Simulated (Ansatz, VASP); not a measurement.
Two plane-wave programs on Ca3As

```
Ca As
1.0
     6.01519    0.00000    0.00000
     0.00000    6.01519    0.00000
     0.00000    0.00000    6.01519
Ca As
6 2
Direct
  0.25000 0.00000 0.50000
  0.50000 0.75000 0.00000
  0.75000 0.00000 0.50000
  0.50000 0.25000 0.00000
  0.00000 0.50000 0.75000
  0.00000 0.50000 0.25000
  0.00000 0.00000 0.00000
  0.50000 0.50000 0.50000
```

Change from the starting cell: species swapped into the Zr3Sn type (Pm-3n, No. 223).

Alike in both runs: task single point; functional PBE; k mesh 4 × 4 × 4; occupations gaussian, width 0.1 eV; no spin polarisation.

|  | VASP | Ansatz |
| --- | --- | --- |
| version | VASP 6.6.1 | Ansatz 0.2.0 |
| potentials or method | VASP PAW PBE potentials, release 64 (Ca_sv, As), cutoff 520 eV | scalar-relativistic, plane waves, PAW |
| valence electrons in the cell | 70 | 90 |

Ansatz gave:

```
gap on the k mesh at the Fermi level (eV) : none
pressure (GPa)                            : 2.6
```

Problem. What did VASP give for the same quantities?

Solution. gap on the k mesh at the Fermi level (eV): none; pressure (GPa): 2.7.

A gap of «none» marks a metal or a gap that the smearing closes. VASP's potentials hold 70 valence electrons a cell and Ansatz's 90, so a difference there can come from the potentials and not from the codes.
